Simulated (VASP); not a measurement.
# TiPt3 (Pm-3m) in VASP: further runs

The runs below take TiPt3 through single point, with PBE.

Program: VASP 6.6.1. These are calculated values, not measurements. Logs are shortened: lines on timing, memory, paths and dates and some standing lists are left out, and cuts for length are marked.

**1. The cell of the first run**

It takes space group Pm-3m (No. 221, cubic). Conventional cell: a = 3.987 Å, b = 3.987 Å, c = 3.987 Å, α = 90.00°, β = 90.00°, γ = 90.00°. Within 3.7 Å of Ti (site symmetry m-3m) lie 12 Pt at 2.82 Å. Within 3.7 Å of Pt (site symmetry 4/mmm) lie 4 Ti at 2.82 Å and 8 Pt at 2.82 Å.

**2. Single point, PBE**

Input file INCAR:

```
SYSTEM = TiPt3
PREC     = Accurate       ! precision mode
ENCUT    = 520            ! plane-wave cutoff, eV
EDIFF    = 1E-6           ! SCF threshold, eV
ISMEAR   = 0              ! smearing method
SIGMA    = 0.1            ! smearing width, eV
LREAL    = .FALSE.        ! projectors in reciprocal space
LASPH    = .TRUE.         ! aspherical terms in the spheres
NELM     = 60             ! most SCF steps
ALGO     = Normal         ! electronic algorithm
ISIF     = 2              ! what is computed and relaxed
LWAVE    = .FALSE.        ! write WAVECAR
LCHARG   = .FALSE.        ! write CHGCAR
GGA      = PE             ! functional
NBANDS   = 29             ! bands
```

Input file KPOINTS:

```
Automatic mesh
0
G
  10 10 10
  0 0 0
```

Input file POSCAR:

```
TiPt3
1.0
    3.9872777617      0.0000000000      0.0000000000
    0.0000000000      3.9872777617      0.0000000000
    0.0000000000      0.0000000000      3.9872777617
Ti Pt
1 3
Direct
    0.0000000000      0.0000000000      0.0000000000
    0.0000000000      0.5000000000      0.5000000000
    0.5000000000      0.0000000000      0.5000000000
    0.5000000000      0.5000000000      0.0000000000
```

Potentials or basis: VASP PAW PBE potentials, release 64 (Ti_sv, Pt).

The run is started by

```console
$ cat potpaw_PBE.64/Ti_sv/POTCAR potpaw_PBE.64/Pt/POTCAR > POTCAR
$ mpirun -np 1 vasp_std > vasp.out
```

OUTCAR:

```text
SYSTEM = TiPt3
   PREC = Accurate
   ENCUT = 520
   EDIFF = 1E-6
   ISMEAR = 0
   LREAL = .FALSE.
   LASPH = .TRUE.
   NELM = 60
   ISIF = 2
   GGA = PE

 ion  position               nearest neighbor table
   1  0.000  0.000  0.000-   2 2.82   3 2.82   4 2.82   2 2.82   3 2.82   2 2.82   4 2.82   2 2.82
                             3 2.82   4 2.82   3 2.82   4 2.82
   2  0.000  0.500  0.500-   1 2.82   3 2.82   4 2.82   1 2.82   4 2.82   1 2.82   3 2.82   1 2.82
                             3 2.82   4 2.82   4 2.82   3 2.82
   3  0.500  0.000  0.500-   1 2.82   2 2.82   4 2.82   1 2.82   4 2.82   2 2.82   4 2.82   4 2.82
                             1 2.82   2 2.82   1 2.82   2 2.82
   4  0.500  0.500  0.000-   1 2.82   2 2.82   3 2.82   2 2.82   3 2.82   1 2.82   3 2.82   3 2.82
                             1 2.82   2 2.82   2 2.82   1 2.82

  LATTYP: Found a simple cubic cell.
 ALAT       =     3.9872777617

  Lattice vectors:

 A1 = (   3.9872777617,   0.0000000000,   0.0000000000)
 A2 = (   0.0000000000,   3.9872777617,   0.0000000000)
 A3 = (   0.0000000000,   0.0000000000,   3.9872777617)

Analysis of symmetry for initial positions (statically):
=====================================================================
 Subroutine PRICEL returns:
 Original cell was already a primitive cell.

 Routine SETGRP: Setting up the symmetry group for a
 simple cubic supercell.

 Subroutine GETGRP returns: Found 48 space group operations
 (whereof 48 operations were pure point group operations)
 out of a pool of 48 trial point group operations.

The static configuration has the point symmetry O_h .

Analysis of symmetry for dynamics (positions and initial velocities):
=====================================================================
 Subroutine PRICEL returns:
 Original cell was already a primitive cell.

 Routine SETGRP: Setting up the symmetry group for a
 simple cubic supercell.

 Subroutine GETGRP returns: Found 48 space group operations
 (whereof 48 operations were pure point group operations)
 out of a pool of 48 trial point group operations.

The dynamic configuration has the point symmetry O_h .

 Subroutine INISYM returns: Found 48 space group operations
 (whereof 48 operations are pure point group operations),
 and found     1 'primitive' translations

----------------------------------------------------------------------------------------

                                     Primitive cell

  volume of cell :      63.3913

  direct lattice vectors                    reciprocal lattice vectors
     3.987277762  0.000000000  0.000000000     0.250797677  0.000000000  0.000000000
     0.000000000  3.987277762  0.000000000     0.000000000  0.250797677  0.000000000
     0.000000000  0.000000000  3.987277762     0.000000000  0.000000000  0.250797677

  length of vectors
     3.987277762  3.987277762  3.987277762     0.250797677  0.250797677  0.250797677

  position of ions in fractional coordinates (direct lattice)
     0.000000000  0.000000000  0.000000000
     0.000000000  0.500000000  0.500000000
     0.500000000  0.000000000  0.500000000
     0.500000000  0.500000000  0.000000000

  ion indices of the primitive-cell ions
   primitive index   ion index
                 1           1
                 2           2
                 3           3
                 4           4

----------------------------------------------------------------------------------------

 KPOINTS: Automatic mesh

Automatic generation of k-mesh.
 Grid dimensions read from file:
 generate k-points for:   10   10   10

 Generating k-lattice:

  Cartesian coordinates                     Fractional coordinates (reciprocal lattice)
     0.025079768  0.000000000  0.000000000     0.100000000  0.000000000  0.000000000
     0.000000000  0.025079768  0.000000000     0.000000000  0.100000000  0.000000000
     0.000000000  0.000000000  0.025079768     0.000000000  0.000000000  0.100000000

  Length of vectors
     0.025079768  0.025079768  0.025079768

  Shift w.r.t. Gamma in fractional coordinates (k-lattice)
     0.000000000  0.000000000  0.000000000

 Subroutine IBZKPT returns following result:
 ===========================================

 Found     56 irreducible k-points:

 Following reciprocal coordinates:
            Coordinates               Weight
  0.000000  0.000000  0.000000      1.000000
  0.100000  0.000000  0.000000      6.000000
  0.200000  0.000000  0.000000      6.000000
  0.300000  0.000000  0.000000      6.000000
  0.400000  0.000000  0.000000      6.000000
  0.500000  0.000000  0.000000      3.000000
[... 16 lines left out ...]
  0.200000  0.100000  0.100000     24.000000
  0.300000  0.100000  0.100000     24.000000
 [... further k-points ...]
   k-points           NKPTS =     56   k-points in BZ     NKDIM =     56   number of bands    NBANDS=     29
   number of dos      NEDOS =    301   number of ions     NIONS =      4
   total plane-waves  NPLWV =  27000
   dimension x,y,z NGX =    30 NGY =   30 NGZ =   30
   dimension x,y,z NGXF=    60 NGYF=   60 NGZF=   60
   ions per type =               1   3
   NGX,Y,Z   is equivalent  to a cutoff of  12.51, 12.51, 12.51 a.u.
   NGXF,Y,Z  is equivalent  to a cutoff of  25.02, 25.02, 25.02 a.u.
 SYSTEM =  TiPt3
   PREC   = accura    normal or accurate (medium, high low for compatibility)
   ISTART =      0    job   : 0-new  1-cont  2-samecut
   ICHARG =      2    charge: 1-file 2-atom 10-const
   ISPIN  =      1    spin polarized calculation?
   LNONCOLLINEAR =      F non collinear calculations
   LSORBIT =      F    spin-orbit coupling
   LASPH  =      T    aspherical Exc in radial PAW
   ENCUT  =  520.0 eV  38.22 Ry    6.18 a.u.   7.41  7.41  7.41*2*pi/ulx,y,z
   NELM   =     60;   NELMIN=  2; NELMDL= -5     # of ELM steps
   EDIFF  = 0.1E-05   stopping-criterion for ELM
   LREAL  =      F    real-space projection
   EDIFFG = 0.1E-04   stopping-criterion for IOM
   NSW    =      0    number of steps for IOM
   IBRION =     -1    ionic relax: 0-MD 1-quasi-New 2-CG
   NFREE  =      0    steps in history (QN), initial steepest desc. (CG)
   ISIF   =      2    stress and relaxation
   ISYM   =      2    0-nonsym 1-usesym 2-fastsym
   POTIM  = 0.5000    time-step for ionic-motion
   TEBEG  =    0.0;   TEEND  =   0.0 temperature during run
   PSTRESS=    0.0 pullay stress
   NELECT =      42.0000    total number of electrons
   NUPDOWN=      -1.0000    fix difference up-down
   EMIN   =  10.00;   EMAX   =-10.00  energy-range for DOS
   EFERMI =   0.00;   METHOD = LEGACY
   ISMEAR =     0;   SIGMA  =   0.10  broadening in eV -4-tet -1-fermi 0-gaus
   EFERMI_NEDOS =   21; number of points for ismear=-14 and -15
   IALGO  =     38    algorithm
   IMIX   =      4    mixing-type and parameters
     AMIX     =   0.40;   BMIX     =  1.00
     AMIX_MAG =   1.60;   BMIX_MAG =  1.00
  volume/ion in A,a.u.               =      15.85       106.95
  Fermi-wavevector in a.u.,A,eV,Ry     =   1.427189  2.696996 27.713271  2.036868
  Thomas-Fermi vector in A             =   2.547385
   LORBIT       =      0    0 simple, 1 ext, 2 COOP (PROOUT), +10 PAW based schemes
   GGA     = PE    functional components
   LHFCALC =     F    Hartree Fock is set to
   AEXX    =    0.0000 exact exchange contribution
   IVDW    =     0    specifies the selected vdW correction
   LEPSILON=     F    determine dielectric tensor
   LRPA    =     F    only Hartree local field effects (RPA)
 non-spin polarized calculation
 Gauss-broadening in eV      SIGMA  =   0.10
  energy-cutoff  :      520.00
  volume of cell :       63.39
 maximum number of plane-waves:      1743
 NGX is ok and might be reduce to    30
   NGX = 15   NGY = 15   NGZ = 15

 number of electron      42.0000005 magnetization

 Free energy of the ion-electron system (eV)
  ---------------------------------------------------
  ext. energy  EPLUGINS =         0.00000000
  ---------------------------------------------------
  free energy    TOTEN  =       -29.51865293 eV

  energy without entropy =      -29.51277579  energy(sigma->0) =      -29.51571436

 E-fermi :  10.6657     XC(G=0): -12.8863

 val. band max:       10.6622624918   @ k =   0.5000   0.1000   0.0000
 cond. band min:      10.7242894735   @ k =   0.4000   0.1000   0.1000
 fundamental gap:      0.0620269817
 Fermi energy:        10.6656619459

 k-point     1 :       0.0000    0.0000    0.0000
  band No.  band energies     occupation
      1     -47.6130      2.00000
      2     -23.8105      2.00000
      3     -23.8105      2.00000
      4     -23.8105      2.00000
      5       1.1056      2.00000
      6       3.9448      2.00000
[... 21 lines left out ...]
     28      12.4721      0.00000
     29      18.3580      0.00000

 k-point     2 :       0.1000    0.0000    0.0000
  band No.  band energies     occupation
      1     -47.6129      2.00000
      2     -23.8124      2.00000
      3     -23.8108      2.00000
      4     -23.8108      2.00000
      5       1.2301      2.00000
      6       4.0213      2.00000
[... 21 lines left out ...]
     28      13.3252      0.00000
     29      18.1719      0.00000

 k-point     3 :       0.2000    0.0000    0.0000
  band No.  band energies     occupation
      1     -47.6126      2.00000
      2     -23.8173      2.00000
      3     -23.8114      2.00000
      4     -23.8114      2.00000
      5       1.5939      2.00000
      6       4.2300      2.00000
[... 21 lines left out ...]
     28      14.5284      0.00000
     29      17.7472      0.00000

 k-point     4 :       0.3000    0.0000    0.0000
  band No.  band energies     occupation
      1     -47.6123      2.00000
      2     -23.8233      2.00000
      3     -23.8123      2.00000
      4     -23.8123      2.00000
      5       2.1613      2.00000
      6       4.4309      2.00000
[... 597 lines left out ...]
     28      13.6369      0.00000
     29      18.7511      0.00000

 k-point    23 :       0.2000    0.1000    0.1000
  band No.  band energies     occupation
      1     -47.6124      2.00000
      2     -23.8178      2.00000
      3     -23.8133      2.00000
      4     -23.8126      2.00000
      5       1.8222      2.00000
      6       4.3748      2.00000
[... 21 lines left out ...]
     28      14.4152      0.00000
     29      18.1298      0.00000

 k-point    24 :       0.3000    0.1000    0.1000
  band No.  band energies     occupation
      1     -47.6121      2.00000
      2     -23.8231      2.00000
      3     -23.8142      2.00000
      4     -23.8132      2.00000
      5       2.3686      2.00000
      6       4.5897      2.00000
[... 21 lines left out ...]
     28      15.4531      0.00000
     29      17.6047      0.00000

 [... further k-points ...]
[... 5 lines left out ...]
  --------------------------------------------------------------------------------------
  -------------------------------------------------------------------------------------
  Total       -2.7167048     -2.7167048     -2.7167048      0.0000000      0.0000000      0.0000000
  in kB      -68.6631250    -68.6631250    -68.6631250      0.0000000      0.0000000      0.0000000
  external PRESSURE =     -68.6631250 kB  Pullay stress =       0.0000000 kB

 VOLUME and BASIS-vectors are now :
 -----------------------------------------------------------------------------
  energy-cutoff  :      520.00
  volume of cell :       63.39
      direct lattice vectors                 reciprocal lattice vectors
     3.987277762  0.000000000  0.000000000     0.250797677  0.000000000  0.000000000
     0.000000000  3.987277762  0.000000000     0.000000000  0.250797677  0.000000000
     0.000000000  0.000000000  3.987277762     0.000000000  0.000000000  0.250797677

 POSITION                                       TOTAL-FORCE (eV/Angst)
 -----------------------------------------------------------------------------------
      0.00000      0.00000      0.00000         0.000000      0.000000      0.000000
      0.00000      1.99364      1.99364         0.000000      0.000000      0.000000
      1.99364      0.00000      1.99364         0.000000      0.000000      0.000000
      1.99364      1.99364      0.00000         0.000000      0.000000      0.000000
 -----------------------------------------------------------------------------------
    total drift:                                0.000000      0.000000     -0.000000

  FREE ENERGIE OF THE ION-ELECTRON SYSTEM (eV)
  ---------------------------------------------------
  free  energy   TOTEN  =       -29.5186529314 eV

  energy  without entropy=      -29.5127757875  energy(sigma->0) =      -29.51571436
```

Wall time 55 s (1 thread of Intel Xeon Platinum 8488C (Sapphire Rapids), shared host); peak memory 0.23 GiB.

What came out:

```
Free energy            : -29.5187 eV
Pressure               : -6.9 GPa
Band gap on the k mesh : zero (bands 21 and 22 overlap by 1.70 eV)
```

Levels at points of the mesh, in eV from the Fermi level:
| k point | band 17 | band 18 | band 19 | band 20 | band 21 | band 22 | band 23 | band 24 | band 25 | band 26 |
| --- | --- | --- | --- | --- | --- | --- | --- | --- | --- | --- |
| (0.00, 0.00, 0.00) | -0.54 | -0.01 | -0.01 | -0.01 | 1.24 | 1.24 | 1.62 | 1.62 | 1.62 | 1.81 |
| (0.50, 0.00, 0.00) | -2.44 | -2.44 | -2.38 | -1.28 | -0.17 | -0.17 | -0.01 | 0.45 | 0.69 | 1.78 |
| (0.50, 0.50, 0.00) | -2.83 | -2.83 | -2.19 | -2.12 | -2.05 | 0.20 | 0.20 | 0.36 | 1.33 | 1.33 |
| (0.50, 0.50, 0.50) | -0.69 | -0.54 | -0.54 | -0.54 | -0.46 | -0.46 | -0.46 | 1.06 | 1.06 | 1.06 |

Caveat: the cell stands under tension; spin-orbit coupling is left out, which moves the levels of the heavy elements.

**3. Single point, PBE (16.31 Å³/atom)**

This run uses another cell than the first one, of 16.31 Å³/atom.

Changes to INCAR since step 2:

```diff
@@ -8,4 +8,4 @@
 LASPH    = .TRUE.         ! aspherical terms in the spheres
-NELM     = 60             ! most SCF steps
-ALGO     = Normal         ! electronic algorithm
+NELM     = 100            ! most SCF steps
+ALGO     = Fast           ! electronic algorithm
 ISIF     = 2              ! what is computed and relaxed
```

KPOINTS is that of step 2.

Input file POSCAR:

```
TiPt3
1.0
    4.0256193230      0.0000000000      0.0000000000
    0.0000000000      4.0256193230      0.0000000000
    0.0000000000      0.0000000000      4.0256193230
Ti Pt
1 3
Direct
    0.0000000000      0.0000000000      0.0000000000
    0.0000000000      0.5000000000      0.5000000000
    0.5000000000      0.0000000000      0.5000000000
    0.5000000000      0.5000000000      0.0000000000
```

Potentials or basis: VASP PAW PBE potentials, release 64 (Ti_sv, Pt).

The run is started by

```console
$ cat potpaw_PBE.64/Ti_sv/POTCAR potpaw_PBE.64/Pt/POTCAR > POTCAR
$ mpirun -np 1 vasp_std > vasp.out
```

It took 2.5 min on 1 thread of Intel Xeon Platinum 8488C (Sapphire Rapids), shared host; peak memory 0.22 GiB.

Results (log left out):

```
Free energy            : -29.4098 eV
Pressure               : -12.2 GPa
Band gap on the k mesh : zero (bands 21 and 22 overlap by 1.64 eV)
```

Levels at points of the mesh, in eV from the Fermi level:
| k point | band 18 | band 19 | band 20 | band 21 | band 22 | band 23 | band 24 | band 25 |
| --- | --- | --- | --- | --- | --- | --- | --- | --- |
| (0.00, 0.00, 0.00) | -0.03 | -0.03 | -0.03 | 1.19 | 1.19 | 1.65 | 1.65 | 1.65 |
| (0.50, 0.00, 0.00) | -2.35 | -2.29 | -1.24 | -0.15 | -0.15 | -0.03 | 0.44 | 0.66 |
| (0.50, 0.50, 0.00) | -2.71 | -2.08 | -2.04 | -1.97 | 0.20 | 0.20 | 0.36 | 1.26 |
| (0.50, 0.50, 0.50) | -0.48 | -0.48 | -0.48 | -0.45 | -0.45 | -0.45 | 1.01 | 1.01 |

Caveat: the cell stands under tension; spin-orbit coupling is left out, which moves the levels of the heavy elements.

**4. Single point, PBE (16.92 Å³/atom)**

This run uses another cell than the first one, of 16.92 Å³/atom.

Input file INCAR:

```
PREC     = Accurate       # precision mode
ENCUT    = 520            # plane-wave cutoff, eV
EDIFF    = 1E-7           # SCF threshold, eV
ISMEAR   = 0              # smearing method
SIGMA    = 0.1            # smearing width, eV
LREAL    = F              # projectors in reciprocal space
LASPH    = T              # aspherical terms in the spheres
NELM     = 60             # most SCF steps
ALGO     = Normal         # electronic algorithm
ISIF     = 2              # what is computed and relaxed
LWAVE    = F              # write WAVECAR
LCHARG   = F              # write CHGCAR
GGA      = PE             # functional
NBANDS   = 29             # bands
```

Input file KPOINTS:

```
regular mesh
0
Gamma
  10 10 10
```

Input file POSCAR:

```
TiPt3
1.0
    4.0756321303      0.0000000000      0.0000000000
    0.0000000000      4.0756321303      0.0000000000
    0.0000000000      0.0000000000      4.0756321303
Ti Pt
1 3
Direct
    0.0000000000      0.0000000000      0.0000000000
    0.0000000000      0.5000000000      0.5000000000
    0.5000000000      0.0000000000      0.5000000000
    0.5000000000      0.5000000000      0.0000000000
```

The run is started by

```console
$ cat potpaw_PBE.64/Ti_sv/POTCAR potpaw_PBE.64/Pt/POTCAR > POTCAR
$ mpirun -np 1 vasp_std > vasp.out
```

It took 78 s on 1 thread of Intel Xeon Platinum 8488C (Sapphire Rapids), shared host; peak memory 0.23 GiB.

It converged, with:

```yaml
Free_energy: -29.1791 eV
Pressure: -17.9 GPa
Band_gap_on_the_k_mesh: zero (bands 21 and 22 overlap by 1.50 eV)
```

Levels at points of the mesh, in eV from the Fermi level:
| k point | band 18 | band 19 | band 20 | band 21 | band 22 | band 23 | band 24 | band 25 |
| --- | --- | --- | --- | --- | --- | --- | --- | --- |
| (0.00, 0.00, 0.00) | -0.05 | -0.05 | -0.05 | 1.12 | 1.12 | 1.62 | 1.62 | 1.62 |
| (0.50, 0.00, 0.00) | -2.23 | -2.17 | -1.19 | -0.13 | -0.13 | -0.05 | 0.44 | 0.63 |
| (0.50, 0.50, 0.00) | -2.56 | -1.95 | -1.95 | -1.86 | 0.20 | 0.20 | 0.36 | 1.18 |
| (0.50, 0.50, 0.50) | -0.45 | -0.45 | -0.42 | -0.39 | -0.39 | -0.39 | 0.95 | 0.95 |

Caveat: the cell stands under tension; spin-orbit coupling is left out, which moves the levels of the heavy elements.

**5. Overview**

| cell | gap on the mesh (eV) | pressure (GPa) |
| --- | --- | --- |
| a = 3.987 Å, 4 atoms | none | -6.9 |
| a = 4.026 Å, 4 atoms | none | -12.2 |
| a = 4.076 Å, 4 atoms | none | -17.9 |

Alike in all rows: task single point; level PBE; potentials or basis VASP PAW PBE potentials, release 64 (Ti_sv, Pt); no spin polarisation; k mesh 10 × 10 × 10; cutoff (eV) 520; smearing gaussian 0.1 eV.

Caveats: the cell stands under tension; spin-orbit coupling is left out, which moves the levels of the heavy elements.

Absolute energies hang on the potentials; compare differences alone.
